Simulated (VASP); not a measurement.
Write the native input for VASP 6.6.1 that does the following.

```yaml
Task: relaxation of cell and atoms
Functional: PBE
Potentials_or_basis: VASP PAW PBE potentials, release 64 (Mo_sv)
Cutoff: 500 eV
k_mesh: 8 × 8 × 8
Occupations: fermi-dirac, width 0.1 eV
Spin: no spin polarisation
Dipole_correction: no
Further_INCAR_settings: ALGO = Normal; EDIFF = 1e-07; IBRION = 2; EDIFFG = -0.01; NSW = 60; ISIF = 3
```

The structure of Mo lies in POSCAR:

```
Mo
1.0
   -1.6158300000      1.6158300000      1.6158300000
    1.6158300000     -1.6158300000      1.6158300000
    1.6158300000      1.6158300000     -1.6158300000
Mo
1
Direct
    0.0000000000      0.0000000000      0.0000000000
```

These files were run (other wordings do the same):

INCAR

```
PREC = Accurate
ENCUT = 500
EDIFF = 1E-7
ISMEAR = -1
SIGMA = 0.1
LREAL = False
LASPH = True
NELM = 120
ALGO = Normal
ISIF = 3
LWAVE = False
LCHARG = False
GGA = PE
IBRION = 2
NSW = 60
EDIFFG = -0.01
GGA_COMPAT = False
NELMIN = 4
```

KPOINTS

```
Automatic mesh
0
Gamma
  8 8 8
```

Potentials or basis: VASP PAW PBE potentials, release 64 (Mo_sv).

Run with:

```sh
$ cat potpaw_PBE.64/Mo_sv/POTCAR > POTCAR
$ mpirun -np 1 vasp_std > vasp.out
```

It gave:

| Quantity | Value |
| --- | --- |
| Relaxed volume | 15.85 Å³/atom |
| Relaxed cell | a = 2.741 Å, b = 2.741 Å, c = 2.741 Å, α = 109.47°, β = 109.47°, γ = 109.47° |
| Space group after relaxing (to 0.05 Å) | Im-3m (No. 229) |
| Energy gained by relaxing | 47.7 meV/atom |
| Ionic steps | 7 |
| Pressure after relaxing | 0.0 GPa |
| Band gap on the k mesh | zero (band 7 reaches 16.28 eV, above the bottom of band 8 at 11.04 eV) |

Run time: 17 s on 1 thread of Intel(R) Xeon(R) Platinum 8488C (Sapphire Rapids), with other jobs on the host, peak memory 0.13 GiB.
